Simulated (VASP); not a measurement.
Set up this calculation in VASP 6.6.1, as the native input.

* Task: single point
* Functional: PBE
* Potentials or basis: VASP PAW PBE potentials, release 64 (Be, Zn, Se)
* Cutoff: 520 eV
* k mesh: 6 × 4 × 4
* Occupations: gaussian, width 0.02 eV
* Spin: no spin polarisation
* Dipole correction: no
* Further INCAR settings: ALGO = Normal; EDIFF = 1e-07; NBANDS = 31

The structure of Be3ZnSe4 lies in POSCAR:

```
Be3ZnSe4
1.0
    3.7476949000      0.0000000000      0.0000000000
    0.0000000000      7.5240339000      0.0000000000
    0.0000000000      0.0000000000      5.3274729000
Be Zn Se
3 1 4
Direct
    0.0000000000      0.5000000000      0.0030870000
    0.5000000000      0.7400880000      0.5001720000
    0.5000000000      0.2599120000      0.5001720000
    0.0000000000      0.0000000000      0.0006600000
    0.0000000000      0.2669960000      0.2628320000
    0.0000000000      0.7330040000      0.2628320000
    0.5000000000      0.0000000000      0.7099910000
    0.5000000000      0.5000000000      0.7602540000
```

These files were run (other wordings do the same):

INCAR

```
PREC     = Accurate       # precision mode
ENCUT    = 520            # plane-wave cutoff, eV
EDIFF    = 1E-7           # SCF threshold, eV
ISMEAR   = 0              # smearing method
SIGMA    = 0.02           # smearing width, eV
LREAL    = F              # projectors in reciprocal space
LASPH    = T              # aspherical terms in the spheres
NELM     = 100            # most SCF steps
ALGO     = Normal         # electronic algorithm
ISIF     = 2              # what is computed and relaxed
LWAVE    = F              # write WAVECAR
LCHARG   = F              # write CHGCAR
GGA      = PE             # functional
NBANDS   = 31             # bands
```

KPOINTS

```
Automatic mesh
0
Gamma
  6 4 4
```

Potentials or basis: VASP PAW PBE potentials, release 64 (Be, Zn, Se).

The run is started by

```bash
$ cat potpaw_PBE.64/Be/POTCAR potpaw_PBE.64/Zn/POTCAR potpaw_PBE.64/Se/POTCAR > POTCAR
$ mpirun -np 1 vasp_std > vasp.out
```

Results of the run:

The pressure is 0.2 GPa and the largest force is 0.019 eV/Å. The band gap on the k mesh is 2.52 eV.

It took 94 s on 1 thread of AMD EPYC 9R45 96-Core Processor (Zen 5), with other jobs on the host, peak memory 0.3 GiB.
